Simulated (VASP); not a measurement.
# CeO2 (fluorite type) (R3m) in VASP: single point with HSE06

Aim: the single point of CeO2 (fluorite type) with HSE06.

All numbers are computed with VASP 6.6.1; they aren't measurements. Logs are shortened: lines on timing, memory, paths and dates and some standing lists are left out, and cuts for length are marked.

### Step 1. The cell of the first run

The structure is trigonal, space group R3m (No. 160). Conventional cell: a = 3.861 Å, b = 3.861 Å, c = 9.457 Å, α = 90.00°, β = 90.00°, γ = 120.00°. Ce (site symmetry 3m) has 8 O at 2.30 to 2.42 Å within 3.0 Å. O (site symmetry 3m) has 4 Ce at 2.30 to 2.38 Å and 6 O at 2.73 Å within 3.0 Å. Within 3.1 Å of O (site symmetry 3m) lie 4 Ce at 2.34 to 2.42 Å and 6 O at 2.73 Å.

### Step 2. Single point, HSE06

Contents of POSCAR:

```
CeO2
1.0
    0.0000000000      2.7300000000      2.7300000000
    2.7300000000      0.0000000000      2.7300000000
    2.7300000000      2.7300000000      0.0000000000
Ce O
1 2
Direct
    0.0063445085      0.0063445085      0.0063445085
    0.2500000000      0.2500000000      0.2500000000
    0.7500000000      0.7500000000      0.7500000000
```

Contents of INCAR.step1:

```
ALGO = Normal
EDIFF = 1E-5
ENCUT = 520
GGA = PE
ISIF = 2
ISMEAR = -1
LASPH = T
LCHARG = F
LREAL = F
LWAVE = T
NBANDS = 19
NELM = 80
PREC = Accurate
SIGMA = 0.05
```

Contents of INCAR.step2:

```
ALGO = Normal
EDIFF = 1E-6
ENCUT = 520
GGA = PE
HFSCREEN = 0.2079
ISIF = 2
ISMEAR = -1
ISTART = 1
LASPH = T
LCHARG = F
LHFCALC = T
LREAL = F
LWAVE = F
NBANDS = 19
NELM = 80
PREC = Accurate
PRECFOCK = Normal
SIGMA = 0.05
```

Contents of KPOINTS:

```
k-points
0
Gamma
  4 4 4
```

Potentials or basis: VASP PAW PBE potentials, release 64 (Ce, O).

Run with:

```console
cat potpaw_PBE.64/Ce/POTCAR potpaw_PBE.64/O/POTCAR > POTCAR
cp INCAR.step1 INCAR
mpirun -np 1 vasp_std > vasp.out
cp INCAR.step2 INCAR
mpirun -np 1 vasp_std > vasp.out
```

OUTCAR:

```text
EDIFF = 1E-6
   ENCUT = 520
   GGA = PE
   HFSCREEN = 0.2079
   ISIF = 2
   ISMEAR = -1
   ISTART = 1
   LASPH = T
   LHFCALC = T
   LREAL = F
   NELM = 80
   PREC = Accurate
   PRECFOCK = Normal

 ion  position               nearest neighbor table
   1  0.006  0.006  0.006-   2 2.30   3 2.34   3 2.34   3 2.34   2 2.38   2 2.38   2 2.38   3 2.42

   2  0.250  0.250  0.250-   1 2.30   1 2.38   1 2.38   1 2.38
   3  0.750  0.750  0.750-   1 2.34   1 2.34   1 2.34   1 2.42

  LATTYP: Found a face centered cubic cell.
 ALAT       =     5.4600000000

  Lattice vectors:

 A1 = (   0.0000000000,   2.7300000000,   2.7300000000)
 A2 = (   2.7300000000,   0.0000000000,   2.7300000000)
 A3 = (   2.7300000000,   2.7300000000,   0.0000000000)

Analysis of symmetry for initial positions (statically):
=====================================================================
 Subroutine PRICEL returns:
 Original cell was already a primitive cell.

 Routine SETGRP: Setting up the symmetry group for a
 face centered cubic supercell.

 Subroutine GETGRP returns: Found  6 space group operations
 (whereof  6 operations were pure point group operations)
 out of a pool of 48 trial point group operations.

The static configuration has the point symmetry C_3v.

Analysis of symmetry for dynamics (positions and initial velocities):
=====================================================================
 Subroutine PRICEL returns:
 Original cell was already a primitive cell.

 Routine SETGRP: Setting up the symmetry group for a
 face centered cubic supercell.

 Subroutine GETGRP returns: Found  6 space group operations
 (whereof  6 operations were pure point group operations)
 out of a pool of 48 trial point group operations.

The dynamic configuration has the point symmetry C_3v.

 Subroutine INISYM returns: Found  6 space group operations
 (whereof  6 operations are pure point group operations),
 and found     1 'primitive' translations

[... 83 lines left out ...]
   NELM   =     80;   NELMIN=  2; NELMDL=  0     # of ELM steps
   EDIFF  = 0.1E-05   stopping-criterion for ELM
   LREAL  =      F    real-space projection
   EDIFFG = 0.1E-04   stopping-criterion for IOM
   NSW    =      0    number of steps for IOM
   IBRION =     -1    ionic relax: 0-MD 1-quasi-New 2-CG
   NFREE  =      0    steps in history (QN), initial steepest desc. (CG)
   ISIF   =      2    stress and relaxation
   ISYM   =      3    0-nonsym 1-usesym 2-fastsym
   POTIM  = 0.5000    time-step for ionic-motion
   TEBEG  =    0.0;   TEEND  =   0.0 temperature during run
   PSTRESS=    0.0 pullay stress
   NELECT =      24.0000    total number of electrons
   NUPDOWN=      -1.0000    fix difference up-down
   EMIN   =  10.00;   EMAX   =-10.00  energy-range for DOS
   EFERMI =   0.00;   METHOD = LEGACY
   ISMEAR =    -1;   SIGMA  =   0.05  broadening in eV -4-tet -1-fermi 0-gaus
   EFERMI_NEDOS =   21; number of points for ismear=-14 and -15
   IALGO  =     38    algorithm
   IMIX   =      1    mixing-type and parameters
     AMIX     =   0.40;   BMIX     =  1.00
     AMIX_MAG =   1.60;   BMIX_MAG =  1.00
  volume/ion in A,a.u.               =      13.56        91.54
  Fermi-wavevector in a.u.,A,eV,Ry     =   1.372901  2.594407 25.645044  1.884858
  Thomas-Fermi vector in A             =   2.498466
   LORBIT       =      0    0 simple, 1 ext, 2 COOP (PROOUT), +10 PAW based schemes
   GGA     = PE    functional components
   LHFCALC =     T    Hartree Fock is set to
   PRECFOCK=normal    Normal, Fast or Accurate (Low or Medium for compatibility)
   ENCUT4O =  -1.0   cutoff for four orbital integrals eV
   NKREDX  =     1    reduce k-point grid by
   NKREDY  =     1    reduce k-point grid by
   NKREDZ  =     1    reduce k-point grid by
   AEXX    =    0.2500 exact exchange contribution
   HFSCREEN=    0.2079 screening length (either q_TF or 0.3 A-1)
   HFSCREENC=   0.2079 screening length for correlation (either q_TF or 0.3 A-1)
   ENCUTFOCK=  -1.0 apply spherical cutoff to Coloumb kernel
   IVDW    =     0    specifies the selected vdW correction
   LEPSILON=     F    determine dielectric tensor
   LRPA    =     F    only Hartree local field effects (RPA)
 non-spin polarized calculation
  energy-cutoff  :      520.00
  volume of cell :       40.69
 maximum number of plane-waves:      1106
 NGX is ok and might be reduce to    30
  NGX = 24; NGY = 24; NGZ = 24

 number of electron      23.9999990 magnetization

 Free energy of the ion-electron system (eV)
  ---------------------------------------------------
  ext. energy  EPLUGINS =         0.00000000
  ---------------------------------------------------
  free energy    TOTEN  =       -32.14609143 eV

  energy without entropy =      -32.14609143  energy(sigma->0) =      -32.14609143

 E-fermi :   5.3587     XC(G=0):  -9.1984

 val. band max:        4.2408111278   @ k =   0.2500   0.2500   0.5000
 cond. band min:       7.6842470388   @ k =   0.5000   0.0000   0.0000
 fundamental gap:      3.4434359111
 Fermi energy:         5.3587335226

 k-point     1 :       0.0000    0.0000    0.0000
  band No.  band energies     occupation
      1     -31.1763      2.00000
      2     -13.6943      2.00000
      3     -12.6351      2.00000
      4     -12.0049      2.00000
      5     -12.0049      2.00000
      6     -11.9927      2.00000
[... 263 lines left out ...]
      6     -10.1115      2.00000
[... 11 lines left out ...]
     18       8.3004      0.00000
     19       8.7333      0.00000

------------------------ aborting loop because EDIFF is reached ----------------------------------------

  FORCE on cell =-STRESS in cart. coord.  units (eV):
  Direction    XX          YY          ZZ          XY          YZ          ZX
  --------------------------------------------------------------------------------------
  -------------------------------------------------------------------------------------
  Total       -1.7005904     -1.7005904     -1.7005904      0.0041221      0.0041221      0.0041221
  in kB      -66.9564439    -66.9564439    -66.9564439      0.1622986      0.1622986      0.1622986
  external PRESSURE =     -66.9564439 kB  Pullay stress =       0.0000000 kB

 VOLUME and BASIS-vectors are now :
 -----------------------------------------------------------------------------
  energy-cutoff  :      520.00
  volume of cell :       40.69
      direct lattice vectors                 reciprocal lattice vectors
     0.000000000  2.730000000  2.730000000    -0.183150183  0.183150183  0.183150183
     2.730000000  0.000000000  2.730000000     0.183150183 -0.183150183  0.183150183
     2.730000000  2.730000000  0.000000000     0.183150183  0.183150183 -0.183150183

 POSITION                                       TOTAL-FORCE (eV/Angst)
 -----------------------------------------------------------------------------------
      0.03464      0.03464      0.03464        -0.188964     -0.188964     -0.188964
      1.36500      1.36500      1.36500         0.102371      0.102371      0.102371
      4.09500      4.09500      4.09500         0.086593      0.086593      0.086593
 -----------------------------------------------------------------------------------
    total drift:                               -0.000101     -0.000095     -0.000095

  FREE ENERGIE OF THE ION-ELECTRON SYSTEM (eV)
  ---------------------------------------------------
  free  energy   TOTEN  =       -32.1460914279 eV

  energy  without entropy=      -32.1460914278  energy(sigma->0) =      -32.14609143
```

OSZICAR.step1:

```text
N       E                     dE             d eps       ncg     rms          rms(c)
DAV:   1     0.220007852201E+03    0.22001E+03   -0.11630E+04   518   0.167E+03
DAV:   2     0.547947716757E+01   -0.21453E+03   -0.18704E+03   666   0.281E+02
DAV:   3    -0.302852950666E+02   -0.35765E+02   -0.32612E+02   562   0.139E+02
[... 11 lines left out ...]
DAV:  15    -0.262189616863E+02    0.44703E-02   -0.43376E-03   542   0.993E-01    0.453E-01
DAV:  16    -0.262180389634E+02    0.92272E-03   -0.29555E-03   556   0.745E-01    0.789E-02
DAV:  17    -0.262180778163E+02   -0.38853E-04   -0.38260E-04   710   0.994E-02    0.410E-02
DAV:  18    -0.262180617314E+02    0.16085E-04   -0.49851E-05   567   0.103E-01    0.529E-02
DAV:  19    -0.262180643707E+02   -0.26393E-05   -0.75190E-06   345   0.328E-02
   1 F= -.26218064E+02 E0= -.26218064E+02  d E =-.595521E-08
```

Run time: 20 min. Hardware: 1 thread of AMD EPYC 7R13 (Zen 3), shared host; peak memory 0.26 GiB.

What came out:

```yaml
Free_energy: -32.1461 eV
Pressure: -6.7 GPa
Largest_force: 0.327 eV/Å
Band_gap_on_the_k_mesh: 3.44 eV (least direct gap 3.61 eV)
```

Forces on the atoms (eV/Å):
```
Ce  -0.189 -0.189 -0.189
O    0.102  0.102  0.102
O    0.087  0.087  0.087
```

Caveat: the k points lie up to 0.50 Å⁻¹ apart; the PAW data sets were made with another functional, which shifts forces and pressure a little; spin-orbit coupling is left out, which moves the levels of the heavy elements.
